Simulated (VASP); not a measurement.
# Zr (Fm-3m) in VASP: notebook, part 2 of 2

VASP 6.6.1.

**3. Single point, PBEsol (Mo replaced by Zr, lengths x 1.082, strained)**

File INCAR:

```
SYSTEM = Zr
PREC = Accurate ; ENCUT = 520
EDIFF = 1E-6 ; ISMEAR = 0
SIGMA = 0.1 ; LREAL = .False.
LASPH = .True. ; NELM = 60
ALGO = Normal ; ISIF = 2
LWAVE = .False. ; LCHARG = .True.
GGA = PS ; LELF = .True.
LVHAR = .True. ; NBANDS = 12
```

File KPOINTS:

```
regular mesh
0
Gamma
  8 8 8
  0 0 0
```

File POSCAR:

```
Zr
1.0
    0.0000000000      2.0985983200      2.0985983200
    2.0985983200      0.0000000000      2.0985983200
    2.0985983200      2.0985983200      0.0000000000
Zr
1
Direct
    0.0000000000      0.0000000000      0.0000000000
```

Potentials or basis: VASP PAW PBE potentials, release 64 (Zr_sv).

Launch:

```sh
cat potpaw_PBE.64/Zr_sv/POTCAR > POTCAR
mpirun -np 1 vasp_std > vasp.out
```

OUTCAR:

```text
SYSTEM = Zr
   PREC = Accurate
   ENCUT = 520
   EDIFF = 1E-6
   ISMEAR = 0
   LREAL = .False.
   LASPH = .True.
   NELM = 60
   ISIF = 2
   GGA = PS

 ion  position               nearest neighbor table
   1  0.000  0.000  0.000-

  LATTYP: Found a face centered cubic cell.
 ALAT       =     4.1971966400

  Lattice vectors:

 A1 = (   0.0000000000,   2.0985983200,   2.0985983200)
 A2 = (   2.0985983200,   0.0000000000,   2.0985983200)
 A3 = (   2.0985983200,   2.0985983200,   0.0000000000)

[... 538 lines left out ...]
     12      25.9813      0.00000

 [... further k-points ...]

------------------------ aborting loop because EDIFF is reached ----------------------------------------

  FORCE on cell =-STRESS in cart. coord.  units (eV):
  Direction    XX          YY          ZZ          XY          YZ          ZX
  --------------------------------------------------------------------------------------
  -------------------------------------------------------------------------------------
  Total        2.9119912      2.9119912      2.9119912      0.0000000     -0.0000000     -0.0000000
  in kB      252.3961205    252.3961205    252.3961205      0.0000000     -0.0000000     -0.0000000
  external PRESSURE =     252.3961205 kB  Pullay stress =       0.0000000 kB

 VOLUME and BASIS-vectors are now :
 -----------------------------------------------------------------------------
  energy-cutoff  :      520.00
  volume of cell :       18.48
      direct lattice vectors                 reciprocal lattice vectors
     0.000000000  2.098598320  2.098598320    -0.238254265  0.238254265  0.238254265
     2.098598320  0.000000000  2.098598320     0.238254265 -0.238254265  0.238254265
     2.098598320  2.098598320  0.000000000     0.238254265  0.238254265 -0.238254265

 POSITION                                       TOTAL-FORCE (eV/Angst)
 -----------------------------------------------------------------------------------
      0.00000      0.00000      0.00000         0.000000      0.000000      0.000000
 -----------------------------------------------------------------------------------
    total drift:                                0.000000     -0.000000      0.000000

  FREE ENERGIE OF THE ION-ELECTRON SYSTEM (eV)
  ---------------------------------------------------
  free  energy   TOTEN  =        -8.7965365506 eV

  energy  without entropy=       -8.7883437429  energy(sigma->0) =       -8.79244015
```

Wall time 4.4 s (1 thread of Intel Xeon Platinum 8488C (Sapphire Rapids), shared host); peak memory 0.13 GiB.

Results:

```
Free energy            : -8.7965 eV
Pressure               : 25.2 GPa
Band gap on the k mesh : zero (band 6 reaches 12.54 eV, above the bottom of band 7 at 11.07 eV)
```

Caveat: the cell differs from its parent crystal (Mo replaced by Zr, lengths x 1.082, strained); the PAW data sets were made with another functional, which shifts forces and pressure a little.

**4. Single point, PBEsol (Mo replaced by Zr, lengths x 1.082, strained)**

File INCAR:

```
SYSTEM = Zr
PREC = Accurate
ENCUT = 520
EDIFF = 1E-7
ISMEAR = 0
SIGMA = 0.1
LREAL = .FALSE.
LASPH = .TRUE.
NELM = 80
ALGO = Fast
ISIF = 2
LWAVE = .FALSE.
LCHARG = .FALSE.
GGA = PS
NBANDS = 12
```

File KPOINTS:

```
regular mesh
0
G
  18 18 18
  0 0 0
```

POSCAR is that of step 3.

Potentials or basis: VASP PAW PBE potentials, release 64 (Zr_sv).

Launch:

```sh
cat potpaw_PBE.64/Zr_sv/POTCAR > POTCAR
mpirun -np 1 vasp_std > vasp.out
```

OUTCAR:

```text
SYSTEM = Zr
   PREC = Accurate
   ENCUT = 520
   EDIFF = 1E-7
   ISMEAR = 0
   LREAL = .FALSE.
   LASPH = .TRUE.
   NELM = 80
   ISIF = 2
   GGA = PS

 ion  position               nearest neighbor table
   1  0.000  0.000  0.000-

  LATTYP: Found a face centered cubic cell.
 ALAT       =     4.1971966400

  Lattice vectors:

 A1 = (   0.0000000000,   2.0985983200,   2.0985983200)
 A2 = (   2.0985983200,   0.0000000000,   2.0985983200)
 A3 = (   2.0985983200,   2.0985983200,   0.0000000000)

[... 539 lines left out ...]
     12      27.2295      0.00000

 [... further k-points ...]

------------------------ aborting loop because EDIFF is reached ----------------------------------------

  FORCE on cell =-STRESS in cart. coord.  units (eV):
  Direction    XX          YY          ZZ          XY          YZ          ZX
  --------------------------------------------------------------------------------------
  -------------------------------------------------------------------------------------
  Total        2.7767092      2.7767092      2.7767092     -0.0000000     -0.0000000      0.0000000
  in kB      240.6705896    240.6705896    240.6705896     -0.0000000     -0.0000000      0.0000000
  external PRESSURE =     240.6705896 kB  Pullay stress =       0.0000000 kB

 VOLUME and BASIS-vectors are now :
 -----------------------------------------------------------------------------
  energy-cutoff  :      520.00
  volume of cell :       18.48
      direct lattice vectors                 reciprocal lattice vectors
     0.000000000  2.098598320  2.098598320    -0.238254265  0.238254265  0.238254265
     2.098598320  0.000000000  2.098598320     0.238254265 -0.238254265  0.238254265
     2.098598320  2.098598320  0.000000000     0.238254265  0.238254265 -0.238254265

 POSITION                                       TOTAL-FORCE (eV/Angst)
 -----------------------------------------------------------------------------------
      0.00000      0.00000      0.00000         0.000000     -0.000000     -0.000000
 -----------------------------------------------------------------------------------
    total drift:                                0.000000      0.000000     -0.000000

  FREE ENERGIE OF THE ION-ELECTRON SYSTEM (eV)
  ---------------------------------------------------
  free  energy   TOTEN  =        -8.8028936626 eV

  energy  without entropy=       -8.7971402702  energy(sigma->0) =       -8.80001697
```

OSZICAR:

```text
N       E                     dE             d eps       ncg     rms          rms(c)
DAV:   1     0.890090350946E+02    0.89009E+02   -0.71412E+03  4696   0.103E+03
DAV:   2    -0.604629872022E+01   -0.95055E+02   -0.92193E+02  5312   0.280E+02
DAV:   3    -0.899273564778E+01   -0.29464E+01   -0.28996E+01  6816   0.419E+01
[... 11 lines left out ...]
RMM:  15    -0.880289290765E+01   -0.18619E-05   -0.16700E-05  6808   0.367E-02    0.196E-03
RMM:  16    -0.880289337293E+01   -0.46528E-06   -0.43627E-06  6476   0.151E-02    0.122E-03
RMM:  17    -0.880289340987E+01   -0.36942E-07   -0.16893E-06  5156   0.788E-03    0.785E-04
RMM:  18    -0.880289362837E+01   -0.21850E-06   -0.86760E-07  4403   0.516E-03    0.358E-04
RMM:  19    -0.880289366258E+01   -0.34209E-07   -0.44686E-07  3654   0.308E-03
   1 F= -.88028937E+01 E0= -.88000170E+01  d E =-.575339E-02
```

It took 41 s on 1 thread of Intel Xeon Platinum 8488C (Sapphire Rapids), shared host; peak memory 0.16 GiB.

What came out:

* Free energy: -8.8029 eV
* Pressure: 24.1 GPa
* Band gap on the k mesh: zero (band 6 reaches 12.55 eV, above the bottom of band 7 at 10.84 eV)

Caveat: the cell differs from its parent crystal (Mo replaced by Zr, lengths x 1.082, strained); the PAW data sets were made with another functional, which shifts forces and pressure a little.

**5. Summary**

| cell | k mesh | gap on the mesh (eV) | pressure (GPa) |
| --- | --- | --- | --- |
| a = 3.184 Å, angles 60.0°, 1 atom | 16 × 16 × 16 | none | -2.3 |
| a = 2.968 Å, angles 60.0°, 1 atom | 8 × 8 × 8 | none | 25.2 |
| a = 2.968 Å, angles 60.0°, 1 atom | 18 × 18 × 18 | none | 24.1 |

Alike in all rows: task single point; level PBEsol; potentials or basis VASP PAW PBE potentials, release 64 (Zr_sv); no spin polarisation; cutoff (eV) 520; smearing gaussian 0.1 eV.

Caveats: the PAW data sets were made with another functional, which shifts forces and pressure a little.

Absolute energies hang on the potentials; compare differences alone.
